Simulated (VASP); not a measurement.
# BaTiO3 (R3m) in VASP: single point with PBE

Aim: the single point of BaTiO3 with PBE.

Program: VASP 6.6.1. These are calculated values, not measurements. Logs are shortened: lines on timing, memory, paths and dates and some standing lists are left out, and cuts for length are marked.

## Step 1: The cell of the first run

Symmetry: R3m, No. 160, trigonal system. The conventional cell has a = 5.389 Å, b = 5.389 Å, c = 7.983 Å, α = 90.00°, β = 90.00°, γ = 120.00°. Within 3.6 Å of Ba (site symmetry 3m) lie 12 O at 2.70 to 3.21 Å and 6 Ti at 3.34 to 3.43 Å. Ti (site symmetry 3m) has 6 O at 1.85 to 2.26 Å within 2.5 Å. Within 2.5 Å of O (site symmetry m) lie 2 Ti at 1.85 to 2.26 Å.

## Step 2: Single point, PBE

File INCAR:

```
PREC = Accurate ; ENCUT = 1340
EDIFF = 1E-6 ; ISMEAR = 0
SIGMA = 0.05 ; LREAL = False
LASPH = True ; NELM = 120
ALGO = Normal ; ISIF = 2
LWAVE = False ; LCHARG = True
GGA = PE ; LELF = True
LVHAR = True ; NBANDS = 28
GGA_COMPAT = False
```

File KPOINTS:

```
Automatic mesh
0
Gamma
  6 6 6
```

File POSCAR:

```
BaTiO3
1.0
    2.6942526735      1.5555275063      2.6608362787
   -2.6942526735      1.5555275063      2.6608362787
    0.0000000000     -3.1110550126      2.6608362787
Ba Ti O
1 1 3
Direct
    0.0049545205      0.0049545205      0.0049545205
    0.5191875227      0.5191875227      0.5191875227
    0.4883938465      0.4883938465      0.9777702638
    0.4883938465      0.9777702638      0.4883938465
    0.9777702638      0.4883938465      0.4883938465
```

Potentials or basis: VASP PAW PBE potentials, release 64 (Ba_sv, Ti_sv, O_h).

Run with:

```sh
> cat potpaw_PBE.64/Ba_sv/POTCAR potpaw_PBE.64/Ti_sv/POTCAR potpaw_PBE.64/O_h/POTCAR > POTCAR
> mpirun -np 1 vasp_std > vasp.out
```

OUTCAR:

```text
PREC = Accurate
   ENCUT = 1340
   EDIFF = 1E-6
   ISMEAR = 0
   LREAL = False
   LASPH = True
   NELM = 120
   ISIF = 2
   GGA = PE

 ion  position               nearest neighbor table
   1  0.005  0.005  0.005-   5 2.70   4 2.70   4 2.70   5 2.70   3 2.70   3 2.70   3 2.96   4 2.96
                             5 2.96   2 3.34   2 3.34   2 3.34   2 3.43   2 3.43   2 3.43
   2  0.519  0.519  0.519-   3 1.85   4 1.85   5 1.85   1 3.34   1 3.34   1 3.34   1 3.43   1 3.43
                             1 3.43
   3  0.488  0.488  0.978-   2 1.85   1 2.70   1 2.70   1 2.96
   4  0.488  0.978  0.488-   2 1.85   1 2.70   1 2.70   1 2.96
   5  0.978  0.488  0.488-   2 1.85   1 2.70   1 2.70   1 2.96

  LATTYP: Found a trigonal (rhomboedric) cell.
 ALAT       =     4.0937407091
 COS(alpha) =     0.1337046620

  Lattice vectors:

 A1 = (   2.6942526735,   1.5555275063,   2.6608362787)
 A2 = (  -2.6942526735,   1.5555275063,   2.6608362787)
 A3 = (   0.0000000000,  -3.1110550126,   2.6608362787)

Analysis of symmetry for initial positions (statically):
=====================================================================
 Subroutine PRICEL returns:
 Original cell was already a primitive cell.

 Routine SETGRP: Setting up the symmetry group for a
 trigonal (rhombohedral) supercell.

 Subroutine GETGRP returns: Found  6 space group operations
 (whereof  6 operations were pure point group operations)
 out of a pool of 12 trial point group operations.

The static configuration has the point symmetry C_3v.

Analysis of symmetry for dynamics (positions and initial velocities):
=====================================================================
 Subroutine PRICEL returns:
 Original cell was already a primitive cell.

 Routine SETGRP: Setting up the symmetry group for a
 trigonal (rhombohedral) supercell.

 Subroutine GETGRP returns: Found  6 space group operations
 (whereof  6 operations were pure point group operations)
 out of a pool of 12 trial point group operations.

The dynamic configuration has the point symmetry C_3v.

 Subroutine INISYM returns: Found  6 space group operations
 (whereof  6 operations are pure point group operations),
 and found     1 'primitive' translations

----------------------------------------------------------------------------------------

                                     Primitive cell

  volume of cell :      66.9091

  direct lattice vectors                    reciprocal lattice vectors
     2.694252673  1.555527506  2.660836279     0.185580219  0.107144789  0.125273898
    -2.694252673  1.555527506  2.660836279    -0.185580219  0.107144789  0.125273898
     0.000000000 -3.111055013  2.660836279     0.000000000 -0.214289578  0.125273898

  length of vectors
     4.093740709  4.093740709  4.093740709     0.248220815  0.248220815  0.248220815

  position of ions in fractional coordinates (direct lattice)
     0.004954521  0.004954521  0.004954521
     0.519187523  0.519187523  0.519187523
     0.488393847  0.488393847  0.977770264
     0.488393847  0.977770264  0.488393847
     0.977770264  0.488393847  0.488393847

  ion indices of the primitive-cell ions
   primitive index   ion index
                 1           1
                 2           2
                 3           3
                 4           4
                 5           5

----------------------------------------------------------------------------------------

 KPOINTS: Automatic mesh

Automatic generation of k-mesh.
 Grid dimensions read from file:
 generate k-points for:    6    6    6

 Generating k-lattice:

  Cartesian coordinates                     Fractional coordinates (reciprocal lattice)
     0.030930036  0.017857465  0.020878983     0.166666667 -0.000000000  0.000000000
    -0.030930036  0.017857465  0.020878983    -0.000000000  0.166666667  0.000000000
     0.000000000 -0.035714930  0.020878983     0.000000000  0.000000000  0.166666667

  Length of vectors
     0.041370136  0.041370136  0.041370136

  Shift w.r.t. Gamma in fractional coordinates (k-lattice)
     0.000000000  0.000000000  0.000000000

 Subroutine IBZKPT returns following result:
 ===========================================

 Found     32 irreducible k-points:

 Following reciprocal coordinates:
            Coordinates               Weight
  0.000000  0.000000  0.000000      1.000000
  0.166667  0.000000  0.000000      6.000000
  0.333333  0.000000  0.000000      6.000000
  0.500000  0.000000  0.000000      3.000000
  0.166667  0.166667  0.000000      6.000000
  0.333333  0.166667  0.000000     12.000000
[... 16 lines left out ...]
  0.500000  0.500000  0.166667      6.000000
 -0.333333  0.500000  0.166667     12.000000
 [... further k-points ...]
   k-points           NKPTS =     32   k-points in BZ     NKDIM =     32   number of bands    NBANDS=     28
   number of dos      NEDOS =    301   number of ions     NIONS =      5
   total plane-waves  NPLWV = 125000
   dimension x,y,z NGX =    50 NGY =   50 NGZ =   50
   dimension x,y,z NGXF=   100 NGYF=  100 NGZF=  100
   ions per type =               1   1   3
   NGX,Y,Z   is equivalent  to a cutoff of  20.30, 20.30, 20.30 a.u.
   NGXF,Y,Z  is equivalent  to a cutoff of  40.61, 40.61, 40.61 a.u.
 SYSTEM =  unknown system
   PREC   = accura    normal or accurate (medium, high low for compatibility)
   ISTART =      0    job   : 0-new  1-cont  2-samecut
   ICHARG =      2    charge: 1-file 2-atom 10-const
   ISPIN  =      1    spin polarized calculation?
   LNONCOLLINEAR =      F non collinear calculations
   LSORBIT =      F    spin-orbit coupling
   LASPH  =      T    aspherical Exc in radial PAW
   ENCUT  = 1340.0 eV  98.49 Ry    9.92 a.u.  12.22 12.22 12.22*2*pi/ulx,y,z
   NELM   =    120;   NELMIN=  2; NELMDL= -5     # of ELM steps
   EDIFF  = 0.1E-05   stopping-criterion for ELM
   LREAL  =      F    real-space projection
   EDIFFG = 0.1E-04   stopping-criterion for IOM
   NSW    =      0    number of steps for IOM
   IBRION =     -1    ionic relax: 0-MD 1-quasi-New 2-CG
   NFREE  =      0    steps in history (QN), initial steepest desc. (CG)
   ISIF   =      2    stress and relaxation
   ISYM   =      2    0-nonsym 1-usesym 2-fastsym
   POTIM  = 0.5000    time-step for ionic-motion
   TEBEG  =    0.0;   TEEND  =   0.0 temperature during run
   PSTRESS=    0.0 pullay stress
   NELECT =      40.0000    total number of electrons
   NUPDOWN=      -1.0000    fix difference up-down
   EMIN   =  10.00;   EMAX   =-10.00  energy-range for DOS
   EFERMI =   0.00;   METHOD = LEGACY
   ISMEAR =     0;   SIGMA  =   0.05  broadening in eV -4-tet -1-fermi 0-gaus
   EFERMI_NEDOS =   21; number of points for ismear=-14 and -15
   IALGO  =     38    algorithm
   IMIX   =      4    mixing-type and parameters
     AMIX     =   0.40;   BMIX     =  1.00
     AMIX_MAG =   1.60;   BMIX_MAG =  1.00
  volume/ion in A,a.u.               =      13.38        90.31
  Fermi-wavevector in a.u.,A,eV,Ry     =   1.379112  2.606145 25.877617  1.901951
  Thomas-Fermi vector in A             =   2.504112
   LORBIT       =      0    0 simple, 1 ext, 2 COOP (PROOUT), +10 PAW based schemes
   GGA     = PE    functional components
   LHFCALC =     F    Hartree Fock is set to
   AEXX    =    0.0000 exact exchange contribution
   IVDW    =     0    specifies the selected vdW correction
   LEPSILON=     F    determine dielectric tensor
   LRPA    =     F    only Hartree local field effects (RPA)
 non-spin polarized calculation
 Gauss-broadening in eV      SIGMA  =   0.05
  energy-cutoff  :     1340.00
  volume of cell :       66.91
 maximum number of plane-waves:      7478
 NGX is ok and might be reduce to    50
   NGX = 25   NGY = 25   NGZ = 25

 number of electron      40.0000000 magnetization

 Free energy of the ion-electron system (eV)
  ---------------------------------------------------
  ext. energy  EPLUGINS =         0.00000000
  ---------------------------------------------------
  free energy    TOTEN  =       -39.15035068 eV

  energy without entropy =      -39.15035068  energy(sigma->0) =      -39.15035068

 E-fermi :   4.3728     XC(G=0): -10.9833

 val. band max:        3.9628316788   @ k =   0.5000   0.5000   0.5000
 cond. band min:       6.1916601243   @ k =   0.0000   0.0000   0.0000
 fundamental gap:      2.2288284455
 Fermi energy:         4.3728256062

 k-point     1 :       0.0000    0.0000    0.0000
  band No.  band energies     occupation
      1     -52.4631      2.00000
      2     -28.7702      2.00000
      3     -28.7702      2.00000
      4     -28.6713      2.00000
      5     -21.0928      2.00000
      6     -12.8865      2.00000
[... 20 lines left out ...]
     27       9.0802      0.00000
     28      10.0069      0.00000

 k-point     2 :       0.1667    0.0000    0.0000
  band No.  band energies     occupation
      1     -52.4629      2.00000
      2     -28.7763      2.00000
      3     -28.7698      2.00000
      4     -28.6749      2.00000
      5     -21.0684      2.00000
      6     -12.9116      2.00000
[... 20 lines left out ...]
     27       9.4995      0.00000
     28      10.5509      0.00000

 k-point     3 :       0.3333    0.0000    0.0000
  band No.  band energies     occupation
      1     -52.4625      2.00000
      2     -28.7898      2.00000
      3     -28.7690      2.00000
      4     -28.6805      2.00000
      5     -21.0187      2.00000
      6     -13.0291      2.00000
[... 20 lines left out ...]
     27      10.3944      0.00000
     28      11.9193      0.00000

 k-point     4 :       0.5000    0.0000    0.0000
  band No.  band energies     occupation
      1     -52.4624      2.00000
      2     -28.7972      2.00000
      3     -28.7686      2.00000
      4     -28.6828      2.00000
      5     -20.9934      2.00000
      6     -13.1071      2.00000
[... 20 lines left out ...]
     27      10.8725      0.00000
     28      12.4104      0.00000

 k-point     5 :       0.1667    0.1667    0.0000
  band No.  band energies     occupation
      1     -52.4627      2.00000
      2     -28.7781      2.00000
      3     -28.7729      2.00000
      4     -28.6787      2.00000
      5     -21.0515      2.00000
      6     -12.8682      2.00000
[... 20 lines left out ...]
     27       9.8732      0.00000
     28      11.1072      0.00000

 k-point     6 :       0.3333    0.1667    0.0000
  band No.  band energies     occupation
      1     -52.4624      2.00000
      2     -28.7898      2.00000
      3     -28.7731      2.00000
      4     -28.6848      2.00000
      5     -21.0074      2.00000
      6     -12.9065      2.00000
[... 463 lines left out ...]
      5     -20.9524      2.00000
      6     -12.7411      2.00000
[... 20 lines left out ...]
     27      11.4821      0.00000
     28      12.2426      0.00000

 k-point    22 :      -0.1667    0.3333    0.1667
  band No.  band energies     occupation
      1     -52.4622      2.00000
      2     -28.7903      2.00000
      3     -28.7775      2.00000
      4     -28.6891      2.00000
      5     -20.9841      2.00000
      6     -12.8498      2.00000
[... 20 lines left out ...]
     27      10.9183      0.00000
     28      12.1305      0.00000

 k-point    23 :       0.5000    0.5000    0.1667
  band No.  band energies     occupation
      1     -52.4615      2.00000
      2     -28.8012      2.00000
      3     -28.7869      2.00000
      4     -28.7027      2.00000
      5     -20.9283      2.00000
      6     -12.4875      2.00000
[... 20 lines left out ...]
     27      11.8241      0.00000
     28      12.4572      0.00000

 k-point    24 :      -0.3333    0.5000    0.1667
  band No.  band energies     occupation
      1     -52.4617      2.00000
      2     -28.7985      2.00000
      3     -28.7845      2.00000
      4     -28.6995      2.00000
      5     -20.9386      2.00000
      6     -12.5641      2.00000
[... 20 lines left out ...]
     27      11.7493      0.00000
     28      12.1964      0.00000

 [... further k-points ...]

------------------------ aborting loop because EDIFF is reached ----------------------------------------

  FORCE on cell =-STRESS in cart. coord.  units (eV):
  Direction    XX          YY          ZZ          XY          YZ          ZX
  --------------------------------------------------------------------------------------
  -------------------------------------------------------------------------------------
  Total        7.3116076      7.3116076     -7.7704950      0.0000000      0.0000000      0.0000000
  in kB      175.0806039    175.0806039   -186.0689246      0.0000000      0.0000000      0.0000000
  external PRESSURE =      54.6974277 kB  Pullay stress =       0.0000000 kB

 VOLUME and BASIS-vectors are now :
 -----------------------------------------------------------------------------
  energy-cutoff  :     1340.00
  volume of cell :       66.91
      direct lattice vectors                 reciprocal lattice vectors
     2.694252673  1.555527506  2.660836279     0.185580219  0.107144789  0.125273898
    -2.694252673  1.555527506  2.660836279    -0.185580219  0.107144789  0.125273898
     0.000000000 -3.111055013  2.660836279     0.000000000 -0.214289578  0.125273898

 POSITION                                       TOTAL-FORCE (eV/Angst)
 -----------------------------------------------------------------------------------
      0.00000      0.00000      0.03955         0.000000      0.000000      0.344282
      0.00000      0.00000      4.14442         0.000000      0.000000      0.893307
      0.00000     -1.52248      5.20076         0.000000     -0.349479     -0.412530
     -1.31850      0.76124      5.20076        -0.302657      0.174739     -0.412530
      1.31850      0.76124      5.20076         0.302657      0.174739     -0.412530
 -----------------------------------------------------------------------------------
    total drift:                               -0.000000      0.000000      0.001659

  FREE ENERGIE OF THE ION-ELECTRON SYSTEM (eV)
  ---------------------------------------------------
  free  energy   TOTEN  =       -39.1503506802 eV

  energy  without entropy=      -39.1503506802  energy(sigma->0) =      -39.15035068
```

Wall time 2.1 min (1 thread of AMD EPYC 9R45 (Zen 5), shared host); peak memory 0.48 GiB.

What came out:

- Free energy: -39.1504 eV
- Pressure: 5.5 GPa
- Largest force: 0.893 eV/Å
- Band gap on the k mesh: 2.23 eV (least direct gap 2.51 eV)

Forces in eV/Å, atoms in the order of the input:
```
Ba   0.000  0.000  0.344
Ti   0.000  0.000  0.893
O    0.000 -0.349 -0.413
O   -0.303  0.175 -0.413
O    0.303  0.175 -0.413
```

Stress tensor (GPa, compression positive):
```
 17.51   0.00   0.00
  0.00  17.51   0.00
  0.00   0.00 -18.61
```

Levels at points of the mesh, in eV from the valence-band top:
```csv
k point,band 18,band 19,band 20,band 21,band 22,band 23
"(0.00, 0.00, 0.00)",-0.76,-0.28,-0.28,2.23,2.23,2.78
"(0.50, 0.00, 0.00)",-1.56,-1.49,-0.64,2.49,3.59,3.66
"(0.50, 0.50, 0.00)",-1.19,-0.78,-0.13,3.50,3.64,3.89
"(0.50, 0.50, 0.50)",-0.25,0.00,0.00,4.07,4.07,4.09
```

Caveat: the stress differs along the axes, from -19 to 18 GPa; spin-orbit coupling is left out, which moves the levels of the heavy elements. A k mesh can miss the band edges.
